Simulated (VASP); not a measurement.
# CdP2C (P-4m2) in VASP: further runs, part 2 of 3

VASP 6.6.1.

### 4 Relaxation of cell and atoms, PBE

This run uses another cell than the first one, of 14.91 Å³/atom.

Input file INCAR:

```
SYSTEM = CdP2C
PREC     = Accurate       ! precision mode
ENCUT    = 600            ! plane-wave cutoff, eV
EDIFF    = 1E-6           ! SCF threshold, eV
ISMEAR   = -1             ! smearing method
SIGMA    = 0.02           ! smearing width, eV
LREAL    = .FALSE.        ! projectors in reciprocal space
LASPH    = .TRUE.         ! aspherical terms in the spheres
NELM     = 80             ! most SCF steps
ALGO     = Normal         ! electronic algorithm
ISIF     = 3              ! what is computed and relaxed
LWAVE    = .FALSE.        ! write WAVECAR
LCHARG   = .FALSE.        ! write CHGCAR
GGA      = PE             ! functional
IBRION   = 2              ! ionic algorithm
NSW      = 80             ! ionic steps
EDIFFG   = -0.005         ! ionic threshold
```

Input file KPOINTS:

```
regular mesh
0
G
  6 6 6
  0 0 0
```

Input file POSCAR:

```
CdP2C
1.0
    3.4803983259      0.0000000000      0.0000000000
    0.0000000000      3.4803983259      0.0000000000
    0.0000000000      0.0000000000      4.9220265149
Cd P C
1 2 1
Direct
    0.0000000000      0.0000000000      0.0000000000
    0.0000000000      0.5000000000      0.2500000000
    0.5000000000      0.0000000000      0.7500000000
    0.5000000000      0.5000000000      0.5000000000
```

Potentials or basis: VASP PAW PBE potentials, release 64 (Cd, P, C).

On the command line:

```bash
$ cat potpaw_PBE.64/Cd/POTCAR potpaw_PBE.64/P/POTCAR potpaw_PBE.64/C/POTCAR > POTCAR
$ mpirun -np 1 vasp_std > vasp.out
```

OUTCAR:

```text
SYSTEM = CdP2C
   PREC = Accurate
   ENCUT = 600
   EDIFF = 1E-6
   ISMEAR = -1
   LREAL = .FALSE.
   LASPH = .TRUE.
   NELM = 80
   ISIF = 3
   GGA = PE
   IBRION = 2
   NSW = 80
   EDIFFG = -0.005

 ion  position               nearest neighbor table
   1  0.000  0.000  0.000-   2 2.13   3 2.13   2 2.13   3 2.13
   2  0.000  0.500  0.250-   1 2.13   4 2.13   1 2.13   4 2.13
   3  0.500  0.000  0.750-   1 2.13   4 2.13   4 2.13   1 2.13
   4  0.500  0.500  0.500-   2 2.13   3 2.13   3 2.13   2 2.13

  LATTYP: Found a simple tetragonal cell.
 ALAT       =     3.4803983259
 C/A-ratio  =     1.4142135624

  Lattice vectors:

 A1 = (   3.4803983259,   0.0000000000,   0.0000000000)
 A2 = (   0.0000000000,   3.4803983259,   0.0000000000)
 A3 = (   0.0000000000,   0.0000000000,   4.9220265149)

Analysis of symmetry for initial positions (statically):
=====================================================================
 Subroutine PRICEL returns:
 Original cell was already a primitive cell.

 Routine SETGRP: Setting up the symmetry group for a
 simple tetragonal supercell.

 Subroutine GETGRP returns: Found  8 space group operations
 (whereof  8 operations were pure point group operations)
 out of a pool of 16 trial point group operations.

The static configuration has the point symmetry D_2d.

Analysis of symmetry for dynamics (positions and initial velocities):
=====================================================================
 Subroutine PRICEL returns:
 Original cell was already a primitive cell.

 Routine SETGRP: Setting up the symmetry group for a
 simple tetragonal supercell.

 Subroutine GETGRP returns: Found  8 space group operations
 (whereof  8 operations were pure point group operations)
 out of a pool of 16 trial point group operations.

The dynamic configuration has the point symmetry D_2d.

 Subroutine INISYM returns: Found  8 space group operations
 (whereof  8 operations are pure point group operations),
 and found     1 'primitive' translations

----------------------------------------------------------------------------------------

                                     Primitive cell

  volume of cell :      59.6214

  direct lattice vectors                    reciprocal lattice vectors
     3.480398326  0.000000000  0.000000000     0.287323434  0.000000000  0.000000000
     0.000000000  3.480398326  0.000000000     0.000000000  0.287323434  0.000000000
     0.000000000  0.000000000  4.922026515     0.000000000  0.000000000  0.203168349

  length of vectors
     3.480398326  3.480398326  4.922026515     0.287323434  0.287323434  0.203168349

  position of ions in fractional coordinates (direct lattice)
     0.000000000  0.000000000  0.000000000
     0.000000000  0.500000000  0.250000000
     0.500000000  0.000000000  0.750000000
     0.500000000  0.500000000  0.500000000

  ion indices of the primitive-cell ions
   primitive index   ion index
                 1           1
                 2           2
                 3           3
                 4           4

----------------------------------------------------------------------------------------

 KPOINTS: regular mesh

Automatic generation of k-mesh.
 Grid dimensions read from file:
 generate k-points for:    6    6    6

 Generating k-lattice:

  Cartesian coordinates                     Fractional coordinates (reciprocal lattice)
     0.047887239  0.000000000  0.000000000     0.166666667  0.000000000  0.000000000
     0.000000000  0.047887239  0.000000000     0.000000000  0.166666667  0.000000000
     0.000000000  0.000000000  0.033861391     0.000000000  0.000000000  0.166666667

  Length of vectors
     0.047887239  0.047887239  0.033861391

  Shift w.r.t. Gamma in fractional coordinates (k-lattice)
     0.000000000  0.000000000  0.000000000

 Subroutine IBZKPT returns following result:
 ===========================================

 Found     40 irreducible k-points:

 Following reciprocal coordinates:
            Coordinates               Weight
  0.000000  0.000000  0.000000      1.000000
  0.166667  0.000000  0.000000      4.000000
  0.333333  0.000000  0.000000      4.000000
  0.500000  0.000000  0.000000      2.000000
  0.166667  0.166667  0.000000      4.000000
  0.333333  0.166667  0.000000      8.000000
[... 16 lines left out ...]
  0.333333  0.000000  0.333333      8.000000
  0.500000  0.000000  0.333333      4.000000
 [... further k-points ...]
   k-points           NKPTS =     40   k-points in BZ     NKDIM =     40   number of bands    NBANDS=     17
   number of dos      NEDOS =    301   number of ions     NIONS =      4
   total plane-waves  NPLWV =  31360
   dimension x,y,z NGX =    28 NGY =   28 NGZ =   40
   dimension x,y,z NGXF=    56 NGYF=   56 NGZF=   80
   ions per type =               1   2   1
   NGX,Y,Z   is equivalent  to a cutoff of  13.37, 13.37, 13.51 a.u.
   NGXF,Y,Z  is equivalent  to a cutoff of  26.75, 26.75, 27.02 a.u.
 SYSTEM =  CdP2C
   PREC   = accura    normal or accurate (medium, high low for compatibility)
   ISTART =      0    job   : 0-new  1-cont  2-samecut
   ICHARG =      2    charge: 1-file 2-atom 10-const
   ISPIN  =      1    spin polarized calculation?
   LNONCOLLINEAR =      F non collinear calculations
   LSORBIT =      F    spin-orbit coupling
   LASPH  =      T    aspherical Exc in radial PAW
   ENCUT  =  600.0 eV  44.10 Ry    6.64 a.u.   6.95  6.95  9.83*2*pi/ulx,y,z
   NELM   =     80;   NELMIN=  2; NELMDL= -5     # of ELM steps
   EDIFF  = 0.1E-05   stopping-criterion for ELM
   LREAL  =      F    real-space projection
   EDIFFG = -.5E-02   stopping-criterion for IOM
   NSW    =     80    number of steps for IOM
   IBRION =      2    ionic relax: 0-MD 1-quasi-New 2-CG
   NFREE  =      1    steps in history (QN), initial steepest desc. (CG)
   ISIF   =      3    stress and relaxation
   ISYM   =      2    0-nonsym 1-usesym 2-fastsym
   POTIM  = 0.5000    time-step for ionic-motion
   TEBEG  =    0.0;   TEEND  =   0.0 temperature during run
   PSTRESS=    0.0 pullay stress
   NELECT =      26.0000    total number of electrons
   NUPDOWN=      -1.0000    fix difference up-down
   EMIN   =  10.00;   EMAX   =-10.00  energy-range for DOS
   EFERMI =   0.00;   METHOD = LEGACY
   ISMEAR =    -1;   SIGMA  =   0.02  broadening in eV -4-tet -1-fermi 0-gaus
   EFERMI_NEDOS =   21; number of points for ismear=-14 and -15
   IALGO  =     38    algorithm
   IMIX   =      4    mixing-type and parameters
     AMIX     =   0.40;   BMIX     =  1.00
     AMIX_MAG =   1.60;   BMIX_MAG =  1.00
  volume/ion in A,a.u.               =      14.91       100.59
  Fermi-wavevector in a.u.,A,eV,Ry     =   1.241458  2.346015 20.969540  1.541218
  Thomas-Fermi vector in A             =   2.375855
   LORBIT       =      0    0 simple, 1 ext, 2 COOP (PROOUT), +10 PAW based schemes
   GGA     = PE    functional components
   LHFCALC =     F    Hartree Fock is set to
   AEXX    =    0.0000 exact exchange contribution
   IVDW    =     0    specifies the selected vdW correction
   LEPSILON=     F    determine dielectric tensor
   LRPA    =     F    only Hartree local field effects (RPA)
 conjugate gradient relaxation of ions
 non-spin polarized calculation
  energy-cutoff  :      600.00
  volume of cell :       59.62
 maximum number of plane-waves:      2026
 NGX is ok and might be reduce to    28
   NGX = 13   NGY = 13   NGZ = 19

--------------------------------------- Ionic step        1  -------------------------------------------

 number of electron      26.0000010 magnetization

 Free energy of the ion-electron system (eV)
  ---------------------------------------------------
  ext. energy  EPLUGINS =         0.00000000
  ---------------------------------------------------
  free energy    TOTEN  =       -13.96222299 eV

  energy without entropy =      -13.96051532  energy(sigma->0) =      -13.96136916

------------------------ aborting loop because EDIFF is reached ----------------------------------------

  FORCE on cell =-STRESS in cart. coord.  units (eV):
  Direction    XX          YY          ZZ          XY          YZ          ZX
  --------------------------------------------------------------------------------------
  -------------------------------------------------------------------------------------
  Total       13.0756545     13.0756545     12.3862400      0.0000000      0.0000000      0.0000000
  in kB      351.3760603    351.3760603    332.8497389      0.0000000      0.0000000      0.0000000
  external PRESSURE =     345.2006198 kB  Pullay stress =       0.0000000 kB
[... 1064 lines left out ...]
      6      -4.0086      2.00000
[... 9 lines left out ...]
     16       7.8561      0.00000
     17       8.8294      0.00000

 [... further k-points ...]

[... ionic steps 4 to 20 ...]

--------------------------------------- Ionic step       21  -------------------------------------------

 number of electron      26.0000001 magnetization

------------------------ aborting loop because EDIFF is reached ----------------------------------------
[... 71 lines left out ...]
--------------------------------------- Ionic step       23  -------------------------------------------

 number of electron      26.0000002 magnetization

 Free energy of the ion-electron system (eV)
  ---------------------------------------------------
  ext. energy  EPLUGINS =         0.00000000
  ---------------------------------------------------
  free energy    TOTEN  =       -18.07290471 eV

  energy without entropy =      -18.07224695  energy(sigma->0) =      -18.07257583

 E-fermi :   6.2181     XC(G=0): -10.5191

 val. band max:        6.1074557521   @ k =   0.1667   0.0000   0.5000
 cond. band min:       6.2198050797   @ k =   0.3333   0.3333   0.0000
 fundamental gap:      0.1123493276
 Fermi energy:         6.2180999091
[... 511 lines left out ...]
  FREE ENERGIE OF THE ION-ELECTRON SYSTEM (eV)
  ---------------------------------------------------
  free  energy   TOTEN  =       -18.0729047071 eV

  energy  without entropy=      -18.0722469501  energy(sigma->0) =      -18.07257583

 reached required accuracy - stopping structural energy minimisation
```

Run time: 12 min. Hardware: 1 thread of Intel Xeon 8259CL, shared host; peak memory 0.22 GiB.

Results:

| Property | Result |
| --- | --- |
| Free energy | -18.0729 eV |
| Relaxed volume | 16.49 Å³/atom |
| Relaxed cell | a = 3.281 Å, b = 3.281 Å, c = 6.129 Å, α = 90.00°, β = 90.00°, γ = 90.00° |
| Space group after relaxing (to 0.1 Å) | P-4m2 (No. 115) |
| Energy gained by relaxing | 1027.7 meV/atom |
| Ionic steps | 23 |
| Pressure after relaxing | 0.0 GPa |
| Largest force after relaxing | 0.004 eV/Å |
| Band gap on the k mesh | zero (bands 13 and 14 overlap by 0.53 eV) |

Forces in eV/Å, atoms in the order of the input:
```
Cd   0.000  0.000  0.000
P    0.000  0.000 -0.004
P    0.000  0.000  0.004
C    0.000  0.000  0.000
```

The path:
```csv
step,energy change (eV),largest force (eV/Å),pressure (GPa),volume (Å³)
1,0.0000,8.1894,34.52,59.62
2,-2.1734,0.0970,-13.29,91.85
3,-3.0659,1.3671,-6.74,76.85
4,-3.0702,1.4980,-6.14,76.20
5,-3.0702,1.5978,-5.64,75.68
6,-3.6255,0.7899,-3.16,70.93
7,-3.8938,0.2410,1.00,66.53
8,-3.9033,0.6399,2.73,65.26
9,-4.0542,0.6676,0.79,66.26
10,-4.0797,0.6443,-0.43,66.86
11,-4.1097,0.0123,-0.23,66.31
12,-4.1098,0.0119,-0.22,66.29
13,-4.1100,0.0031,0.13,66.00
14,-4.1100,0.0039,0.11,66.01
15,-4.1104,0.0050,0.11,65.97
16,-4.1106,0.0090,0.10,65.91
17,-4.1106,0.0113,0.13,65.89
18,-4.1106,0.0006,-0.17,66.10
19,-4.1107,0.0062,0.00,65.97
20,-4.1107,0.0059,-0.01,65.98
21,-4.1107,0.0061,-0.01,65.98
22,-4.1107,0.0062,-0.02,65.98
23,-4.1107,0.0041,0.01,65.97
```

Final structure:
```cif
data_structure
_symmetry_space_group_name_H-M 'P 1'
_symmetry_Int_Tables_number 1
_cell_length_a 3.2809
_cell_length_b 3.2809
_cell_length_c 6.1287
_cell_angle_alpha 90.000
_cell_angle_beta 90.000
_cell_angle_gamma 90.000
_cell_volume 65.97
loop_
_atom_site_label
_atom_site_type_symbol
_atom_site_fract_x
_atom_site_fract_y
_atom_site_fract_z
_atom_site_occupancy
Cd1 Cd 0.00000 0.00000 0.00000 1
P1 P 0.00000 0.50000 0.33020 1
P2 P 0.50000 0.00000 0.66980 1
C1 C 0.50000 0.50000 0.50000 1
```

Caveat: a cell axis changed by over 15 % at a fixed basis, so the end point is rough.

### 5 Relaxation of cell and atoms, PBEsol

This run uses another cell than the first one, of 16.49 Å³/atom.

Input file INCAR:

```
PREC = Accurate
ENCUT = 600
EDIFF = 1E-7
ISMEAR = -1
SIGMA = 0.02
LREAL = False
LASPH = True
NELM = 100
ALGO = Normal
ISIF = 3
LWAVE = False
LCHARG = False
GGA = PS
IBRION = 2
NSW = 80
EDIFFG = -0.005
```

Input file KPOINTS:

```
Automatic mesh
0
Gamma
  8 8 4
```

Input file POSCAR:

```
CdP2C
1.0
    3.2819518066      0.0000000000      0.0000000000
    0.0000000000      3.2819518066      0.0000000000
    0.0000000000      0.0000000000      6.1236370406
Cd P C
1 2 1
Direct
    0.0000000000      0.0000000000      0.0000000000
    0.0000000000      0.5000000000      0.3295789846
    0.5000000000      0.0000000000      0.6704210154
    0.5000000000      0.5000000000      0.5000000000
```

On the command line:

```bash
$ cat potpaw_PBE.64/Cd/POTCAR potpaw_PBE.64/P/POTCAR potpaw_PBE.64/C/POTCAR > POTCAR
$ mpirun -np 1 vasp_std > vasp.out
```

It took 31 min on 1 thread of Intel Xeon 8259CL, shared host; peak memory 0.26 GiB.

Results (log left out):

* Free energy: -20.9845 eV
* Relaxed volume: 16.57 Å³/atom
* Relaxed cell: a = 2.823 Å, b = 2.823 Å, c = 8.315 Å, α = 90.00°, β = 90.00°, γ = 90.00°
* Space group after relaxing (to 0.1 Å): P-4m2 (No. 115)
* Energy gained by relaxing: 305.4 meV/atom
* Ionic steps: 36
* Pressure after relaxing: 0.0 GPa
* Band gap on the k mesh: zero (bands 13 and 14 overlap by 2.44 eV)

Forces on the atoms (eV/Å):
```
Cd   0.000  0.000  0.000
P    0.000  0.000 -0.003
P    0.000  0.000  0.003
C    0.000  0.000  0.000
```

The path:
```csv
step,energy change (eV),largest force (eV/Å),pressure (GPa),volume (Å³)
1,0.0000,0.1239,-3.43,65.96
2,-0.0278,0.1013,1.19,62.65
3,-0.0301,0.1069,0.09,63.33
4,-0.0317,0.0125,0.05,63.31
5,-0.0322,0.0759,0.03,63.29
6,-0.0334,0.0673,-0.04,63.30
7,-0.0368,0.0474,-0.23,63.34
8,-0.0623,0.0550,-0.72,63.37
9,-0.2421,0.1575,-1.25,63.25
10,-0.8190,1.2101,-1.43,62.36
11,-0.1332,3.0278,8.30,58.28
12,-0.9816,1.6286,-0.43,61.61
13,-0.9908,1.7981,-0.02,61.33
14,-0.9901,1.7428,-0.15,61.43
15,-1.0144,1.5597,0.21,61.42
16,-1.0696,0.9888,1.40,61.38
17,-1.0968,0.2340,4.08,61.31
18,-1.1007,0.1010,3.32,61.33
19,-1.1223,0.0899,2.57,61.93
20,-1.1687,0.0943,0.65,63.73
21,-1.1938,0.0541,-2.36,67.41
22,-1.2158,0.0513,-1.08,67.14
23,-1.2197,0.1187,-0.31,66.98
24,-1.2198,0.1258,-0.23,66.96
25,-1.2207,0.0120,-0.35,66.82
26,-1.2208,0.0334,-0.40,66.76
27,-1.2213,0.0034,0.04,66.38
28,-1.2213,0.0036,0.04,66.37
29,-1.2214,0.0178,0.05,66.36
30,-1.2214,0.0322,0.05,66.34
31,-1.2215,0.0026,-0.09,66.38
32,-1.2215,0.0052,-0.06,66.37
33,-1.2215,0.0001,-0.04,66.33
34,-1.2215,0.0047,-0.01,66.29
35,-1.2215,0.0060,0.02,66.27
36,-1.2215,0.0027,0.02,66.27
```

Final structure:
```
CELL_PARAMETERS angstrom
2.82313 0.00000 0.00000
0.00000 2.82313 0.00000
0.00000 0.00000 8.31541
ATOMIC_POSITIONS crystal
Cd 0.00000 0.00000 0.00000
P 0.00000 0.50000 0.35712
P 0.50000 0.00000 0.64288
C 0.50000 0.50000 0.50000
```

Levels at points of the mesh, in eV from the Fermi level:
| k point | band 11 | band 12 | band 13 | band 14 | band 15 | band 16 |
| --- | --- | --- | --- | --- | --- | --- |
| (0.00, 0.00, 0.00) | -3.95 | -3.95 | 1.92 | 2.47 | 3.02 | 3.02 |
| (0.50, 0.00, 0.00) | -3.20 | -2.86 | -0.32 | 0.42 | 1.73 | 3.00 |
| (0.50, 0.50, 0.00) | -3.12 | -3.12 | -2.59 | 1.60 | 2.17 | 2.17 |
| (0.00, 0.00, 0.50) | -3.95 | -1.66 | 0.90 | 2.75 | 3.00 | 3.00 |
| (0.50, 0.00, 0.50) | -3.02 | -2.86 | -1.20 | -0.52 | 2.75 | 3.90 |
| (0.50, 0.50, 0.50) | -3.16 | -3.16 | -2.53 | 1.60 | 3.05 | 3.05 |

Caveat: a cell axis changed by over 15 % at a fixed basis, so the end point is rough; the PAW data sets were made with another functional, which shifts forces and pressure a little.

(Continued in part 3 of 3.)

The gap in the log of VASP goes by the Fermi energy; the results here count the filled bands.